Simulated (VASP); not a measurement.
# H7C16N in VASP: notebook

H7C16N is run at these levels: LDA; tasks: single point.

Program: VASP 6.6.1. These are calculated values, not measurements. Logs are shortened: lines on timing, memory, paths and dates and some standing lists are left out, and cuts for length are marked.

### 1 The cell of the first run

The cell holds a slab with vacuum, 24 atoms: a = 5.049 Å, b = 5.049 Å, c = 16.776 Å, α = 90.00°, β = 90.00°, γ = 60.00°.

### 2 Single point, LDA

Input file INCAR:

```
PREC     = Accurate       # precision mode
ENCUT    = 520            # plane-wave cutoff, eV
EDIFF    = 1E-7           # SCF threshold, eV
ISMEAR   = -1             # smearing method
SIGMA    = 0.02           # smearing width, eV
LREAL    = Auto         
LASPH    = True           # aspherical terms in the spheres
NELM     = 60             # most SCF steps
ALGO     = Normal         # electronic algorithm
ISIF     = 2              # what is computed and relaxed
LWAVE    = False          # write WAVECAR
LCHARG   = True           # write CHGCAR
LELF     = True           # ELF
LVHAR    = True         
NBANDS   = 56             # bands
```

Input file KPOINTS:

```
Automatic mesh
0
Gamma
  3 3 1
```

Input file POSCAR:

```
H7C16N
1.0
    5.0487420000      0.0000000000      0.0000000000
    2.5243710000      4.3723390000      0.0000000000
    0.0000000000      0.0000000000     16.7764260000
H C N
7 16 1
Direct
    0.1666667848      0.1666666285      0.0596074516
    0.6666667848      0.1666666285      0.0596074516
    0.1666666285      0.6666667429      0.0596074516
    0.6666666285      0.6666667429      0.0596074516
    0.0144051293      0.4889044514      0.3427450519
    0.5071378595      0.4942343217      0.3405108454
    0.3702472604     -0.1598659207      0.3784760830
    0.1666667848      0.1666666285      0.1251757079
    0.6666667848      0.1666666285      0.1251757079
    0.1666666285      0.6666667429      0.1251757079
    0.6666666285      0.6666667429      0.1251757079
   -0.1666666285      0.3333332571      0.1558904739
    0.3333333715      0.3333332571      0.1558904739
   -0.1666667848      0.8333333715      0.1558904739
    0.3333332152      0.8333333715      0.1558904739
   -0.1569874344      0.3370891415      0.2475934982
    0.3312332819      0.3389151665      0.2470752114
   -0.1666169909      0.8450648497      0.2568015381
    0.3428773300      0.8267211211      0.2421624248
    0.0334905557      0.0065370046      0.2799080686
    0.4741312094      0.0111837165      0.2771125984
   -0.0001522713      0.5131534860      0.2773847660
    0.5095842243      0.4946732172      0.2745746919
    0.2200314748      0.0412708164      0.3528441040
```

Potentials or basis: VASP PAW LDA potentials, release 64 (H, C, N).

Run with:

```sh
cat potpaw_LDA.64/H/POTCAR potpaw_LDA.64/C/POTCAR potpaw_LDA.64/N/POTCAR > POTCAR
mpirun -np 1 vasp_std > vasp.out
```

OUTCAR:

```text
PREC = Accurate
   ENCUT = 520
   EDIFF = 1E-7
   ISMEAR = -1
   LREAL = Auto
   LASPH = True
   NELM = 60
   ISIF = 2

 ion  position               nearest neighbor table
   1  0.167  0.167  0.060-   8 1.10
   2  0.667  0.167  0.060-   9 1.10
   3  0.167  0.667  0.060-  10 1.10
   4  0.667  0.667  0.060-  11 1.10
   5  0.014  0.489  0.343-  22 1.10
   6  0.507  0.494  0.341-  23 1.11
   7  0.370  0.840  0.378-  24 1.01
   8  0.167  0.167  0.125-   1 1.10  13 1.55  15 1.55  12 1.55
   9  0.667  0.167  0.125-   2 1.10  12 1.55  14 1.55  13 1.55
  10  0.167  0.667  0.125-   3 1.10  15 1.55  14 1.55  13 1.55
  11  0.667  0.667  0.125-   4 1.10  14 1.55  15 1.55  12 1.55
  12  0.833  0.333  0.156-  16 1.54   9 1.55   8 1.55  11 1.55
  13  0.333  0.333  0.156-  17 1.53   8 1.55   9 1.55  10 1.55
[... 8 lines left out ...]
  22  1.000  0.513  0.277-   5 1.10  18 1.49  17 1.54  16 1.54
  23  0.510  0.495  0.275-   6 1.11  16 1.53  17 1.53  19 1.55
  24  0.220  0.041  0.353-   7 1.01  20 1.61  21 1.76

  LATTYP: Found a hexagonal cell.
 ALAT       =     5.0487421480
 C/A-ratio  =     3.3228922192

  Lattice vectors:

 A1 = (  -2.5243710000,  -4.3723390000,   0.0000000000)
 A2 = (   5.0487420000,   0.0000000000,   0.0000000000)
 A3 = (   0.0000000000,   0.0000000000,  16.7764260000)

Analysis of symmetry for initial positions (statically):
=====================================================================
 Subroutine PRICEL returns:
 Original cell was already a primitive cell.

 Routine SETGRP: Setting up the symmetry group for a
 hexagonal supercell.

 Subroutine GETGRP returns: Found  1 space group operations
 (whereof  1 operations were pure point group operations)
 out of a pool of 24 trial point group operations.

The static configuration has the point symmetry C_1 .

Analysis of symmetry for dynamics (positions and initial velocities):
=====================================================================
 Subroutine PRICEL returns:
 Original cell was already a primitive cell.

 Routine SETGRP: Setting up the symmetry group for a
 hexagonal supercell.

 Subroutine GETGRP returns: Found  1 space group operations
 (whereof  1 operations were pure point group operations)
 out of a pool of 24 trial point group operations.

The dynamic configuration has the point symmetry C_1 .

 Subroutine INISYM returns: Found  1 space group operations
[... 124 lines left out ...]
   NSW    =      0    number of steps for IOM
   IBRION =     -1    ionic relax: 0-MD 1-quasi-New 2-CG
   NFREE  =      0    steps in history (QN), initial steepest desc. (CG)
   ISIF   =      2    stress and relaxation
   ISYM   =      2    0-nonsym 1-usesym 2-fastsym
   POTIM  = 0.5000    time-step for ionic-motion
   TEBEG  =    0.0;   TEEND  =   0.0 temperature during run
   PSTRESS=    0.0 pullay stress
   NELECT =      76.0000    total number of electrons
   NUPDOWN=      -1.0000    fix difference up-down
   EMIN   =  10.00;   EMAX   =-10.00  energy-range for DOS
   EFERMI =   0.00;   METHOD = LEGACY
   ISMEAR =    -1;   SIGMA  =   0.02  broadening in eV -4-tet -1-fermi 0-gaus
   EFERMI_NEDOS =   21; number of points for ismear=-14 and -15
   IALGO  =     38    algorithm
   IMIX   =      4    mixing-type and parameters
     AMIX     =   0.40;   BMIX     =  1.00
     AMIX_MAG =   1.60;   BMIX_MAG =  1.00
  volume/ion in A,a.u.               =      15.43       104.13
  Fermi-wavevector in a.u.,A,eV,Ry     =   0.965637  1.824789 12.686817  0.932455
  Thomas-Fermi vector in A             =   2.095371
   LORBIT       =      0    0 simple, 1 ext, 2 COOP (PROOUT), +10 PAW based schemes
   GGA     = CA    functional components
   LHFCALC =     F    Hartree Fock is set to
   AEXX    =    0.0000 exact exchange contribution
   IVDW    =     0    specifies the selected vdW correction
   LEPSILON=     F    determine dielectric tensor
   LRPA    =     F    only Hartree local field effects (RPA)
 non-spin polarized calculation
  energy-cutoff  :      520.00
  volume of cell :      370.34
 maximum number of plane-waves:      9984
 NGX is ok and might be reduce to    40
   NGX = 19   NGY = 19   NGZ = 63

 number of electron      76.0000003 magnetization

 Free energy of the ion-electron system (eV)
  ---------------------------------------------------
  ext. energy  EPLUGINS =         0.00000000
  ---------------------------------------------------
  free energy    TOTEN  =      -192.38145403 eV

  energy without entropy =     -192.38145403  energy(sigma->0) =     -192.38145403

 E-fermi :  -0.3482     XC(G=0):  -5.1673

 val. band max:       -0.8569635254   @ k =   0.0000   0.0000   0.0000
 cond. band min:       2.0733785705   @ k =   0.0000   0.0000   0.0000
 fundamental gap:      2.9303420959
 Fermi energy:        -0.3481962133

 k-point     1 :       0.0000    0.0000    0.0000
  band No.  band energies     occupation
      1     -20.7695      2.00000
      2     -18.6391      2.00000
      3     -16.4120      2.00000
      4     -15.2552      2.00000
      5     -15.2301      2.00000
      6     -14.8578      2.00000
[... 254 lines left out ...]
     49       6.6584      0.00000
     50       6.7509      0.00000
 [bands above 50 left out]

------------------------ aborting loop because EDIFF is reached ----------------------------------------

  FORCE on cell =-STRESS in cart. coord.  units (eV):
  Direction    XX          YY          ZZ          XY          YZ          ZX
  --------------------------------------------------------------------------------------
  -------------------------------------------------------------------------------------
  Total      -17.6486981     -2.0675870      0.3536248      0.6523775     -1.8759069     -2.3286921
  in kB      -76.3531232     -8.9449502      1.5298783      2.8223643     -8.1156892    -10.0745628
  external PRESSURE =     -27.9227317 kB  Pullay stress =       0.0000000 kB

 VOLUME and BASIS-vectors are now :
 -----------------------------------------------------------------------------
  energy-cutoff  :      520.00
  volume of cell :      370.34
      direct lattice vectors                 reciprocal lattice vectors
     5.048742000  0.000000000  0.000000000     0.198069143 -0.114355268  0.000000000
     2.524371000  4.372339000  0.000000000     0.000000000  0.228710537  0.000000000
     0.000000000  0.000000000 16.776426000     0.000000000  0.000000000  0.059607452

 POSITION                                       TOTAL-FORCE (eV/Angst)
 -----------------------------------------------------------------------------------
      1.26219      0.72872      1.00000         0.025556     -0.025546     -0.335794
      3.78656      0.72872      1.00000         0.018223      0.029284     -0.370460
      2.52437      2.91489      1.00000        -0.093685      0.032066     -0.350021
      5.04874      2.91489      1.00000         0.129679      0.016780     -0.353991
      1.30690      2.13766      5.75004        -0.033790      0.006226      0.025398
      3.80804      2.16096      5.71256        -0.011083     -0.092639      0.025753
[... 16 lines left out ...]
      3.82150      2.16288      4.60638        -0.089119     -0.054922     -0.032182
      1.21507      0.18045      5.91946         0.591411      0.401490     -0.265747
 -----------------------------------------------------------------------------------
    total drift:                               -0.008778     -0.001254     -0.055917

  FREE ENERGIE OF THE ION-ELECTRON SYSTEM (eV)
  ---------------------------------------------------
  free  energy   TOTEN  =      -192.3814540253 eV

  energy  without entropy=     -192.3814540253  energy(sigma->0) =     -192.38145403
```

Run time: 2.3 min. Hardware: 1 thread of Intel Xeon 6975P-C (Granite Rapids), shared host; peak memory 0.38 GiB.

What came out:

```
Free energy            : -192.3815 eV
Largest force          : 3.339 eV/Å
Band gap on the k mesh : 2.93 eV
```

Forces in eV/Å, atoms in the order of the input:
```
H    0.026 -0.026 -0.336
H    0.018  0.029 -0.370
H   -0.094  0.032 -0.350
H    0.130  0.017 -0.354
H   -0.034  0.006  0.025
H   -0.011 -0.093  0.026
H   -0.669 -0.785  0.559
C   -0.002  0.082  1.362
C    0.010 -0.061  1.701
C   -0.026 -0.007  1.668
C    0.024 -0.026  1.672
C    0.492 -0.174 -1.060
C   -0.014  0.024 -1.328
C    0.246  1.098  0.146
C    0.142 -0.544 -3.291
C   -0.051 -0.020 -0.013
C   -0.119  0.011 -0.014
C   -0.079  0.066  0.120
C   -0.099 -0.076 -0.089
C   -0.054 -0.004 -0.029
C   -0.268  0.039  0.256
C   -0.071  0.064 -0.003
C   -0.089 -0.055 -0.032
N    0.591  0.401 -0.266
```

Caveat: the k points lie up to 0.48 Å⁻¹ apart.

### 3 Single point, LDA

INCAR, as its differences from that of step 2:

```diff
@@ -2,3 +2,3 @@
 ENCUT    = 520            # plane-wave cutoff, eV
-EDIFF    = 1E-7           # SCF threshold, eV
+EDIFF    = 1E-6           # SCF threshold, eV
 ISMEAR   = -1             # smearing method
@@ -11,5 +11,3 @@
 LWAVE    = False          # write WAVECAR
-LCHARG   = True           # write CHGCAR
-LELF     = True           # ELF
-LVHAR    = True         
+LCHARG   = False          # write CHGCAR
 NBANDS   = 56             # bands
```

KPOINTS is that of step 2.

Input file POSCAR:

```
H7C16N
1.0
    5.0487420000      0.0000000000      0.0000000000
    2.5243710000      4.3723390000      0.0000000000
    0.0000000000      0.0000000000     16.7764260000
H C N
7 16 1
Direct
    0.1666667848      0.1666666285      0.0596074516
    0.6666667848      0.1666666285      0.0596074516
    0.1666666285      0.6666667429      0.0596074516
    0.6666666285      0.6666667429      0.0596074516
    0.0137876323      0.4842536226      0.3431505614
    0.5146310471      0.4980348047      0.3420288684
    0.3290398337     -0.0726082767      0.3641143829
    0.1666667848      0.1666666285      0.1251756483
    0.6666667848      0.1666666285      0.1251756483
    0.1666666285      0.6666667429      0.1251756483
    0.6666666285      0.6666667429      0.1251756483
   -0.1666666285      0.3333332571      0.1558904739
    0.3333333715      0.3333332571      0.1558904739
   -0.1666667848      0.8333333715      0.1558904739
    0.3333332152      0.8333333715      0.1558904739
   -0.1587280872      0.3367346402      0.2469502145
    0.3395128255      0.3345234667      0.2487910715
   -0.1609504012      0.8374890419      0.2523673397
    0.3436265266      0.8307571760      0.2452322682
    0.0239949012      0.0029714073      0.2810571811
    0.5039133794      0.0032801665      0.2681541349
    0.0052765864      0.5025801979      0.2771249371
    0.5118222946      0.4978564105      0.2760695276
    0.0856531472      0.0089025576      0.3629082261
```

Potentials or basis: VASP PAW LDA potentials, release 64 (H, C, N).

Run with:

```sh
cat potpaw_LDA.64/H/POTCAR potpaw_LDA.64/C/POTCAR potpaw_LDA.64/N/POTCAR > POTCAR
mpirun -np 1 vasp_std > vasp.out
```

Wall time 2.1 min (1 thread of Intel Xeon 6975P-C (Granite Rapids), shared host); peak memory 0.39 GiB.

The run converged. Its results:

```
Free energy            : -192.2077 eV
Largest force          : 2.243 eV/Å
Band gap on the k mesh : 0.60 eV
```

Forces in eV/Å, atoms in the order of the input:
```
H    0.043 -0.001 -0.319
H   -0.001  0.003 -0.312
H   -0.038 -0.011 -0.352
H    0.096  0.017 -0.344
H   -0.101 -0.010  0.063
H    0.003 -0.017  0.084
H   -1.464  0.167  0.677
C    0.008  0.062  1.481
C    0.037  0.007  1.672
C   -0.020  0.002  1.713
C   -0.018 -0.065  1.488
C    0.386 -0.148 -1.040
C    0.129  0.035 -1.574
C    0.540  0.465 -0.883
C    0.226 -0.258 -2.217
C   -0.031 -0.062  0.004
C   -0.029  0.007  0.080
C    0.079  0.051  0.053
C   -0.039 -0.002  0.044
C   -0.038  0.006 -0.276
C    0.031  0.009 -0.210
C   -0.065 -0.002  0.021
C   -0.020 -0.024  0.035
N    0.284 -0.232  0.110
```

Levels at points of the mesh, in eV from the valence-band top:
```
           k point  band 35  band 36  band 37  band 38  band 39  band 40  band 41  band 42
(0.00, 0.00, 0.00)    -1.15    -0.90    -0.44    -0.16     0.69     3.09     4.84     5.45
```

Caveat: the k points lie up to 0.48 Å⁻¹ apart.
